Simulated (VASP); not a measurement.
Set up this calculation in VASP 6.6.1, as the native input.

- Task: single point
- Functional: PBEsol
- Potentials or basis: VASP PAW PBE potentials, release 64 (Cu, O)
- Cutoff: 520 eV
- k mesh: 8 × 8 × 4
- Occupations: gaussian, width 0.1 eV
- Spin: no spin polarisation
- Dipole correction: no
- Further INCAR settings: ALGO = Normal; EDIFF = 1e-06; NBANDS = 25

The structure of CuO lies in POSCAR:

```
CuO
1.0
    2.3446500000     -1.7134000000      0.0000000000
    2.3446500000      1.7134000000      0.0000000000
   -0.8605500000      0.0000000000      5.0594400000
Cu O
2 2
Direct
    0.0032000000      0.4968000000      0.0000000000
    0.4968000000      0.0032000000      0.5000000000
    0.5714000000      0.4056000000      0.2537000000
    0.4056000000      0.5714000000      0.7537000000
```

The input as run:

INCAR

```
PREC = Accurate ; ENCUT = 520
EDIFF = 1E-6 ; ISMEAR = 0
SIGMA = 0.1 ; LREAL = False
LASPH = True ; NELM = 60
ALGO = Normal ; ISIF = 2
LWAVE = False ; LCHARG = True
GGA = PS ; LELF = True
LVHAR = True ; NBANDS = 25
```

KPOINTS

```
regular mesh
0
Gamma
  8 8 4
```

Potentials or basis: VASP PAW PBE potentials, release 64 (Cu, O).

Command:

```sh
$ cat potpaw_PBE.64/Cu/POTCAR potpaw_PBE.64/O/POTCAR > POTCAR
$ mpirun -np 1 vasp_std > vasp.out
```

Results of the run:

```
Pressure               : -2.1 GPa
Largest force          : 0.761 eV/Å
Band gap on the k mesh : zero (band 17 reaches 5.76 eV, above the bottom of band 18 at 5.07 eV)
```

Caveat: the PAW data sets were made with another functional, which shifts forces and pressure a little; semilocal functionals often make such compounds metallic where correlation or magnetic order opens a gap, which also shifts bond lengths.

It took 45 s on 1 thread of AMD EPYC 9R45 96-Core Processor (Zen 5) (shared host), peak memory 0.17 GiB.
